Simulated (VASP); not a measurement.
A run of VASP 6.6.1:

File POSCAR:

```
O2F
1.0
    0.0000000000      2.4466729863      2.4466729863
    2.4466729863      0.0000000000      2.4466729863
    2.4466729863      2.4466729863      0.0000000000
F O
1 2
Direct
    0.0000000000      0.0000000000      0.0000000000
    0.2500000000      0.2500000000      0.2500000000
    0.7500000000      0.7500000000      0.7500000000
```

INCAR.step1

```
SYSTEM = O2F
  PREC = Accurate
  ENCUT = 520
  ISMEAR = -1
  SIGMA = 0.1
  LREAL = .FALSE.
  LASPH = .TRUE.
  NELM = 60
  NBANDS = 16
  GGA = PE
  ALGO = Normal
  EDIFF = 1E-4
  LWAVE = .TRUE.
  LCHARG = .FALSE.
```

Contents of INCAR.step2:

```
SYSTEM = O2F
  PREC = Accurate
  ENCUT = 520
  EDIFF = 1E-6
  ISMEAR = -1
  SIGMA = 0.1
  LREAL = .FALSE.
  LASPH = .TRUE.
  NELM = 60
  ALGO = Normal
  ISIF = 2
  LWAVE = .FALSE.
  LCHARG = .TRUE.
  METAGGA = R2SCAN
  LMIXTAU = .TRUE.
  LELF = .TRUE.
  LVHAR = .TRUE.
  NBANDS = 16
  ISTART = 1
```

Contents of KPOINTS:

```
Automatic mesh
0
G
  12 12 12
  0 0 0
```

Potentials or basis: VASP PAW PBE potentials, release 64 (F, O).

Launch:

```sh
$ cat potpaw_PBE.64/F/POTCAR potpaw_PBE.64/O/POTCAR > POTCAR
$ cp INCAR.step1 INCAR
$ mpirun -np 1 vasp_std > vasp.out
$ cp INCAR.step2 INCAR
$ mpirun -np 1 vasp_std > vasp.out
```

Hardware: 1 thread of AMD EPYC 7R13 (shared host).

Q: Estimate the wall time of this run.

A: Run time: 3 min on 1 thread of AMD EPYC 7R13 (shared host), peak memory 0.14 GiB. Counts: k points 72.
